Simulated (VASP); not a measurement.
# KZnF3 (P1) in VASP: relaxation of the atoms with PBE

Aim: the relaxation of the atoms of KZnF3 with PBE.

Program: VASP 6.6.1. These are calculated values, not measurements. Logs are shortened: lines on timing, memory, paths and dates and some standing lists are left out, and cuts for length are marked.

**1. The cell of the first run**

The typed cell holds 5 atoms: a = 4.050 Å, b = 4.050 Å, c = 4.050 Å, α = 90.00°, β = 90.00°, γ = 90.00°.

**2. Relaxation of the atoms, PBE**

The input, INCAR:

```
SYSTEM = KZnF3
PREC     = Accurate       ! precision mode
ENCUT    = 520            ! plane-wave cutoff, eV
EDIFF    = 1E-7           ! SCF threshold, eV
ISMEAR   = 0              ! smearing method
SIGMA    = 0.01           ! smearing width, eV
LREAL    = .FALSE.        ! projectors in reciprocal space
LASPH    = .TRUE.         ! aspherical terms in the spheres
NELM     = 60             ! most SCF steps
ALGO     = Normal         ! electronic algorithm
ISIF     = 2              ! what is computed and relaxed
LWAVE    = .FALSE.        ! write WAVECAR
LCHARG   = .FALSE.        ! write CHGCAR
GGA      = PE             ! functional
IBRION   = 2              ! ionic algorithm
NSW      = 50             ! ionic steps
EDIFFG   = -0.05          ! ionic threshold
```

The input, KPOINTS:

```
regular mesh
0
G
  4 4 4
  0 0 0
```

The input, POSCAR:

```
KZnF3
1.0
    4.0500000000      0.0000000000      0.0000000000
    0.0000000000      4.0500000000      0.0000000000
    0.0000000000      0.0000000000      4.0500000000
K Zn F
1 1 3
Direct
    0.0015796138     -0.0188700427     -0.0073391109
    0.5008188935      0.4847469769      0.4923287826
    0.4890253358      0.5061593809     -0.0097147790
    0.0014659699      0.4906560107      0.5060909495
    0.4896369838     -0.0125311340      0.4957713619
```

Potentials or basis: VASP PAW PBE potentials, release 64 (K_sv, Zn, F).

Started as:

```console
$ cat potpaw_PBE.64/K_sv/POTCAR potpaw_PBE.64/Zn/POTCAR potpaw_PBE.64/F/POTCAR > POTCAR
$ mpirun -np 1 vasp_std > vasp.out
```

OUTCAR:

```text
SYSTEM = KZnF3
   PREC = Accurate
   ENCUT = 520
   EDIFF = 1E-7
   ISMEAR = 0
   LREAL = .FALSE.
   LASPH = .TRUE.
   NELM = 60
   ISIF = 2
   GGA = PE
   IBRION = 2
   NSW = 50
   EDIFFG = -0.05

 ion  position               nearest neighbor table
   1  0.002  0.981  0.993-   3 2.76   4 2.80   5 2.82   3 2.83   5 2.84   4 2.85
   2  0.501  0.485  0.492-   5 2.01   3 2.02   4 2.02   4 2.03   3 2.04   5 2.04
   3  0.489  0.506  0.990-   2 2.02   2 2.04   1 2.76   1 2.83
   4  0.001  0.491  0.506-   2 2.02   2 2.03   1 2.80   1 2.85
   5  0.490  0.987  0.496-   2 2.01   2 2.04   1 2.82   1 2.84

  LATTYP: Found a simple cubic cell.
 ALAT       =     4.0500000000

  Lattice vectors:

 A1 = (   4.0500000000,   0.0000000000,   0.0000000000)
 A2 = (   0.0000000000,   4.0500000000,   0.0000000000)
 A3 = (   0.0000000000,   0.0000000000,   4.0500000000)

Analysis of symmetry for initial positions (statically):
=====================================================================
 Subroutine PRICEL returns:
 Original cell was already a primitive cell.

 Routine SETGRP: Setting up the symmetry group for a
 simple cubic supercell.

 Subroutine GETGRP returns: Found  1 space group operations
 (whereof  1 operations were pure point group operations)
 out of a pool of 48 trial point group operations.

The static configuration has the point symmetry C_1 .

Analysis of symmetry for dynamics (positions and initial velocities):
=====================================================================
 Subroutine PRICEL returns:
 Original cell was already a primitive cell.

 Routine SETGRP: Setting up the symmetry group for a
 simple cubic supercell.

 Subroutine GETGRP returns: Found  1 space group operations
 (whereof  1 operations were pure point group operations)
 out of a pool of 48 trial point group operations.

The dynamic configuration has the point symmetry C_1 .

 Subroutine INISYM returns: Found  1 space group operations
 (whereof  1 operations are pure point group operations),
 and found     1 'primitive' translations

----------------------------------------------------------------------------------------

                                     Primitive cell

  volume of cell :      66.4301

  direct lattice vectors                    reciprocal lattice vectors
     4.050000000  0.000000000  0.000000000     0.246913580  0.000000000  0.000000000
     0.000000000  4.050000000  0.000000000     0.000000000  0.246913580  0.000000000
     0.000000000  0.000000000  4.050000000     0.000000000  0.000000000  0.246913580

  length of vectors
     4.050000000  4.050000000  4.050000000     0.246913580  0.246913580  0.246913580

  position of ions in fractional coordinates (direct lattice)
     0.001579614  0.981129957  0.992660889
     0.500818893  0.484746977  0.492328783
     0.489025336  0.506159381  0.990285221
     0.001465970  0.490656011  0.506090949
     0.489636984  0.987468866  0.495771362

  ion indices of the primitive-cell ions
   primitive index   ion index
                 1           1
                 2           2
                 3           3
                 4           4
                 5           5

----------------------------------------------------------------------------------------

 KPOINTS: regular mesh

Automatic generation of k-mesh.
 Grid dimensions read from file:
 generate k-points for:    4    4    4

 Generating k-lattice:

  Cartesian coordinates                     Fractional coordinates (reciprocal lattice)
     0.061728395  0.000000000  0.000000000     0.250000000  0.000000000  0.000000000
     0.000000000  0.061728395  0.000000000     0.000000000  0.250000000  0.000000000
     0.000000000  0.000000000  0.061728395     0.000000000  0.000000000  0.250000000

  Length of vectors
     0.061728395  0.061728395  0.061728395

  Shift w.r.t. Gamma in fractional coordinates (k-lattice)
     0.000000000  0.000000000  0.000000000

 Subroutine IBZKPT returns following result:
 ===========================================

 Found     36 irreducible k-points:

 Following reciprocal coordinates:
            Coordinates               Weight
  0.000000  0.000000  0.000000      1.000000
  0.250000  0.000000  0.000000      2.000000
  0.000000  0.250000  0.000000      2.000000
  0.000000  0.000000  0.250000      2.000000
  0.500000  0.000000  0.000000      1.000000
  0.000000  0.500000  0.000000      1.000000
[... 16 lines left out ...]
  0.250000  0.250000  0.250000      2.000000
 -0.250000  0.250000  0.250000      2.000000
 [... further k-points ...]
   k-points           NKPTS =     36   k-points in BZ     NKDIM =     36   number of bands    NBANDS=     25
   number of dos      NEDOS =    301   number of ions     NIONS =      5
   total plane-waves  NPLWV =  27000
   dimension x,y,z NGX =    30 NGY =   30 NGZ =   30
   dimension x,y,z NGXF=    60 NGYF=   60 NGZF=   60
   ions per type =               1   1   3
   NGX,Y,Z   is equivalent  to a cutoff of  12.31, 12.31, 12.31 a.u.
   NGXF,Y,Z  is equivalent  to a cutoff of  24.63, 24.63, 24.63 a.u.
 SYSTEM =  KZnF3
   PREC   = accura    normal or accurate (medium, high low for compatibility)
   ISTART =      0    job   : 0-new  1-cont  2-samecut
   ICHARG =      2    charge: 1-file 2-atom 10-const
   ISPIN  =      1    spin polarized calculation?
   LNONCOLLINEAR =      F non collinear calculations
   LSORBIT =      F    spin-orbit coupling
   LASPH  =      T    aspherical Exc in radial PAW
   ENCUT  =  520.0 eV  38.22 Ry    6.18 a.u.   7.53  7.53  7.53*2*pi/ulx,y,z
   NELM   =     60;   NELMIN=  2; NELMDL= -5     # of ELM steps
   EDIFF  = 0.1E-06   stopping-criterion for ELM
   LREAL  =      F    real-space projection
   EDIFFG = -.5E-01   stopping-criterion for IOM
   NSW    =     50    number of steps for IOM
   IBRION =      2    ionic relax: 0-MD 1-quasi-New 2-CG
   NFREE  =      1    steps in history (QN), initial steepest desc. (CG)
   ISIF   =      2    stress and relaxation
   ISYM   =      2    0-nonsym 1-usesym 2-fastsym
   POTIM  = 0.5000    time-step for ionic-motion
   TEBEG  =    0.0;   TEEND  =   0.0 temperature during run
   PSTRESS=    0.0 pullay stress
   NELECT =      42.0000    total number of electrons
   NUPDOWN=      -1.0000    fix difference up-down
   EMIN   =  10.00;   EMAX   =-10.00  energy-range for DOS
   EFERMI =   0.00;   METHOD = LEGACY
   ISMEAR =     0;   SIGMA  =   0.01  broadening in eV -4-tet -1-fermi 0-gaus
   EFERMI_NEDOS =   21; number of points for ismear=-14 and -15
   IALGO  =     38    algorithm
   IMIX   =      4    mixing-type and parameters
     AMIX     =   0.40;   BMIX     =  1.00
     AMIX_MAG =   1.60;   BMIX_MAG =  1.00
  volume/ion in A,a.u.               =      13.29        89.66
  Fermi-wavevector in a.u.,A,eV,Ry     =   1.405086  2.655228 26.861528  1.974267
  Thomas-Fermi vector in A             =   2.527583
   LORBIT       =      0    0 simple, 1 ext, 2 COOP (PROOUT), +10 PAW based schemes
   GGA     = PE    functional components
   LHFCALC =     F    Hartree Fock is set to
   AEXX    =    0.0000 exact exchange contribution
   IVDW    =     0    specifies the selected vdW correction
   LEPSILON=     F    determine dielectric tensor
   LRPA    =     F    only Hartree local field effects (RPA)
 conjugate gradient relaxation of ions
 non-spin polarized calculation
 Gauss-broadening in eV      SIGMA  =   0.01
  energy-cutoff  :      520.00
  volume of cell :       66.43
 maximum number of plane-waves:      1803
   NGX = 15   NGY = 15   NGZ = 15

--------------------------------------- Ionic step        1  -------------------------------------------

 number of electron      42.0000027 magnetization

 Free energy of the ion-electron system (eV)
  ---------------------------------------------------
  ext. energy  EPLUGINS =         0.00000000
  ---------------------------------------------------
  free energy    TOTEN  =       -20.24705621 eV

  energy without entropy =      -20.24705621  energy(sigma->0) =      -20.24705621

------------------------ aborting loop because EDIFF is reached ----------------------------------------

  FORCE on cell =-STRESS in cart. coord.  units (eV):
  Direction    XX          YY          ZZ          XY          YZ          ZX
  --------------------------------------------------------------------------------------
  -------------------------------------------------------------------------------------
  Total        2.0656595      2.0754569      2.0324543     -0.0213697      0.0174007      0.0020563
  in kB       49.8200603     50.0563560     49.0192097     -0.5153991      0.4196733      0.0495953
  external PRESSURE =      49.6318754 kB  Pullay stress =       0.0000000 kB
[... 141 lines left out ...]
  energy  without entropy=      -20.2594905653  energy(sigma->0) =      -20.25949057

--------------------------------------- Ionic step        5  -------------------------------------------

 number of electron      41.9999997 magnetization

 Free energy of the ion-electron system (eV)
  ---------------------------------------------------
  ext. energy  EPLUGINS =         0.00000000
  ---------------------------------------------------
  free energy    TOTEN  =       -20.26375252 eV

  energy without entropy =      -20.26375252  energy(sigma->0) =      -20.26375252

 E-fermi :  -0.6125     XC(G=0):  -9.8789

 val. band max:       -0.7570512797   @ k =   0.5000   0.5000   0.5000
 cond. band min:       3.0359609541   @ k =   0.0000   0.0000   0.0000
 fundamental gap:      3.7930122338
 Fermi energy:        -0.6125282394

 k-point     1 :       0.0000    0.0000    0.0000
  band No.  band energies     occupation
      1     -27.8527      2.00000
      2     -22.3683      2.00000
      3     -21.7416      2.00000
      4     -21.7408      2.00000
      5     -11.3390      2.00000
      6     -11.3389      2.00000
[... 661 lines left out ...]
     24       9.0379      0.00000
     25       9.7332      0.00000

 [... further k-points ...]

------------------------ aborting loop because EDIFF is reached ----------------------------------------

  FORCE on cell =-STRESS in cart. coord.  units (eV):
  Direction    XX          YY          ZZ          XY          YZ          ZX
  --------------------------------------------------------------------------------------
  -------------------------------------------------------------------------------------
  Total        2.0404814      2.0402158      2.0379963     -0.0016472      0.0019722      0.0010021
  in kB       49.2128096     49.2064023     49.1528733     -0.0397285      0.0475665      0.0241690
  external PRESSURE =      49.1906951 kB  Pullay stress =       0.0000000 kB
[... 20 lines left out ...]
  FREE ENERGIE OF THE ION-ELECTRON SYSTEM (eV)
  ---------------------------------------------------
  free  energy   TOTEN  =       -20.2637525230 eV

  energy  without entropy=      -20.2637525230  energy(sigma->0) =      -20.26375252

 reached required accuracy - stopping structural energy minimisation
```

Wall time 6.1 min (1 thread of Intel Xeon 8259CL, shared host); peak memory 0.21 GiB.

What came out:

```yaml
Free_energy: -20.2638 eV
Energy_gained_by_relaxing: 3.3 meV/atom
Ionic_steps: 5
Pressure_after_relaxing: 4.9 GPa
Largest_force_after_relaxing: 0.040 eV/Å
Band_gap_on_the_k_mesh: 3.79 eV (least direct gap 5.65 eV)
```

Forces in eV/Å, atoms in the order of the input:
```
K   -0.022  0.029  0.015
Zn   0.024 -0.016 -0.013
F   -0.004 -0.022 -0.009
F    0.006  0.023 -0.012
F   -0.004 -0.013  0.019
```

The path:
```csv
step,energy change (eV),largest force (eV/Å),pressure (GPa)
1,0.0000,0.3049,4.96
2,-0.0068,0.1632,4.93
3,-0.0085,0.2138,4.95
4,-0.0124,0.1464,4.94
5,-0.0167,0.0395,4.92
```

Final structure:
```
K Zn F
1.0
     4.05000    0.00000    0.00000
     0.00000    4.05000    0.00000
     0.00000    0.00000    4.05000
K Zn F
1 1 3
Cartesian
  4.0439 3.9982 4.0258
  2.0061 1.9887 2.0101
  2.0108 2.0014 4.0343
  4.0324 1.9712 2.0165
  2.0111 4.0137 1.9958
```

Levels at points of the mesh, in eV from the valence-band top:
```csv
k point,band 19,band 20,band 21,band 22,band 23,band 24
"(0.00, 0.00, 0.00)",-1.85,-1.85,-1.85,3.79,8.70,8.70
"(0.50, 0.00, 0.00)",-1.70,-1.70,-1.58,6.56,8.30,9.65
"(0.00, 0.50, 0.00)",-1.70,-1.70,-1.58,6.56,8.30,9.65
"(0.00, 0.00, 0.50)",-1.70,-1.70,-1.58,6.56,8.30,9.65
"(0.50, 0.50, 0.00)",-1.79,-1.51,0.00,8.04,10.09,10.15
"(0.00, 0.50, 0.50)",-1.79,-1.51,0.00,8.04,10.10,10.15
"(0.50, 0.00, 0.50)",-1.79,-1.51,0.00,8.04,10.12,10.15
"(0.50, 0.50, 0.50)",-1.49,0.00,0.00,8.43,8.43,8.43
```

Caveat: the relaxation stopped at a loose force limit of 0.05 eV/Å, so its end isn't a converged minimum. A k mesh can miss the band edges.
